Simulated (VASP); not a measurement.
## Si: single point with PBE

Si, a slab with vacuum:

```
Si
1.0
     3.86754    0.00000    0.00000
     0.00000    3.86754    0.00000
     0.00000    0.00000   18.10214
Si
4
Direct
  0.00000 0.50000 0.38669
  0.00000 0.00000 0.46223
  0.50000 0.00000 0.53974
  0.50000 0.50000 0.61382
```

- Program: VASP 6.6.1
- Task: single point
- Functional: PBE
- Potentials or basis: VASP PAW PBE potentials, release 64 (Si)
- Cutoff: 520 eV
- k mesh: 7 × 7 × 1
- Occupations: gaussian, width 0.05 eV
- Spin: no spin polarisation
- Dipole correction: yes
- Further INCAR settings: ALGO = Normal; EDIFF = 1e-07; NBANDS = 16

```json
{"Largest force": "0.159 eV/Å", "Band gap on the k mesh": "zero (band 8 reaches -1.57 eV, above the bottom of band 9 at -2.23 eV)"}
```

Forces on the atoms (eV/Å):
```
Si   0.000  0.000  0.159
Si   0.000  0.000 -0.152
Si   0.000  0.000 -0.002
Si   0.000  0.000 -0.005
```

Levels at points of the mesh, in eV from the Fermi level:
```tsv
k point	band 4	band 5	band 6	band 7	band 8	band 9	band 10	band 11	band 12	band 13
(0.00, 0.00, 0.00)	-1.86	-1.66	-1.56	-0.48	0.47	1.39	1.84	2.02	2.99	3.34
```

Wall time 2.1 min on 1 thread of Intel Xeon 6975P-C, with other jobs on the host, peak memory 0.35 GiB.
